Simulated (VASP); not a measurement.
Crystal: Ca5GeN2.

```
CELL_PARAMETERS angstrom
2.35000 -6.92500 0.00000
2.35000 6.92500 0.00000
0.00000 0.00000 4.70000
ATOMIC_POSITIONS crystal
Ca 0.33500 0.66500 0.00000
Ca 0.66500 0.33500 0.00000
Ca 0.16500 0.83500 0.50000
Ca 0.83500 0.16500 0.50000
Ca 0.00000 0.00000 0.00000
Ge 0.50000 0.50000 0.50000
N 0.17000 0.83000 0.00000
N 0.83000 0.17000 0.00000
```

This cell differs from its parent crystal: built by hand: Ca3GeN/Ca2N shear intergrowth (Cmmm, No. 65).

* Program: VASP 6.6.1
* Task: relaxation of cell and atoms
* Functional: PBE
* Potentials or basis: VASP PAW PBE potentials, release 64 (Ca_sv, Ge_d, N)
* Cutoff: 600 eV
* k mesh: 3 × 3 × 3
* Occupations: gaussian, width 0.15 eV
* Spin: no spin polarisation

At the start: pressure 9.7 GPa; volume 19.12 Å³/atom.

Problem. How do energy, volume and symmetry change on relaxing?

Solution. Over 10 steps the energy falls by 137.0 meV/atom and the volume is 22.14 Å³/atom (+15.8 %); space group Cmmm (No. 65, to 0.1 Å) before and after.

Step by step:
```
step  energy change (eV)  largest force (eV/Å)  pressure (GPa)  volume (Å³)
   1              0.0000                1.4252            9.67       152.97
   2             -0.7478                0.9370           -1.75       179.94
   3             -0.7585                0.9926           -0.77       176.57
   4             -0.8659                0.7879           -0.50       175.87
   5             -0.9739                0.2607            0.42       174.03
   6             -1.0503                0.1794           -0.07       175.44
   7             -1.0711                0.2548           -0.30       176.55
   8             -1.0891                0.1413            0.34       174.97
   9             -1.0901                0.1079            0.54       174.50
  10             -1.0959                0.0415           -0.18       177.09
```

Final structure:
```
Ca Ge N
1.0
     2.45702   -7.36062    0.00000
     2.45702    7.36062    0.00000
     0.00000    0.00000    4.89612
Ca Ge N
5 1 2
Direct
  0.32991 0.67009 0.00000
  0.67009 0.32991 0.00000
  0.13969 0.86031 0.50000
  0.86031 0.13969 0.50000
  0.00000 0.00000 0.00000
  0.50000 0.50000 0.50000
  0.16421 0.83579 0.00000
  0.83579 0.16421 0.00000
```

Caveat: the k points lie up to 0.45 Å⁻¹ apart in the final cell; the cell differs from its parent crystal (built by hand: Ca3GeN/Ca2N shear intergrowth (Cmmm, No. 65)); the volume moved by over 15 % at a fixed basis, so the end points are rough; the relaxation stopped at a loose force limit of 0.08 eV/Å, so its end isn't a converged minimum.
